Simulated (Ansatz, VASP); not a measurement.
## HfN in VASP and in Ansatz

```
Hf N
1.0
     0.00000    2.45482    2.45482
     2.45482    0.00000    2.45482
     2.45482    2.45482    0.00000
Hf N
1 1
Direct
  0.00000 0.00000 0.00000
  0.75000 0.75000 0.75000
```

Alike in both runs: task single point; functional LDA; k mesh 6 × 6 × 6; occupations gaussian, width 0.1 eV; no spin polarisation.

```csv
,VASP,Ansatz
version,VASP 6.6.1,Ansatz 0.2.0
potentials or method,"VASP PAW LDA potentials, release 64 (Hf_pv, N), cutoff 600 eV","scalar-relativistic, plane waves, PAW"
valence electrons in the cell,15,31
```

VASP gave:

```
gap on the k mesh at the Fermi level (eV) : none
pressure (GPa)                            : -10.1
```

What did Ansatz give for the same quantities?

gap on the k mesh at the Fermi level (eV): none; pressure (GPa): -9.7.

LDA's correlation is that of Perdew and Zunger in VASP and of Perdew and Wang (1992) in Ansatz. A gap of «none» marks a metal or a gap that the smearing closes. VASP's potentials hold 15 valence electrons a cell and Ansatz's 31, so a difference there can come from the potentials and not from the codes.

The k mesh is coarse, so the values compare programs but aren't converged. Spin-orbit coupling is off throughout.
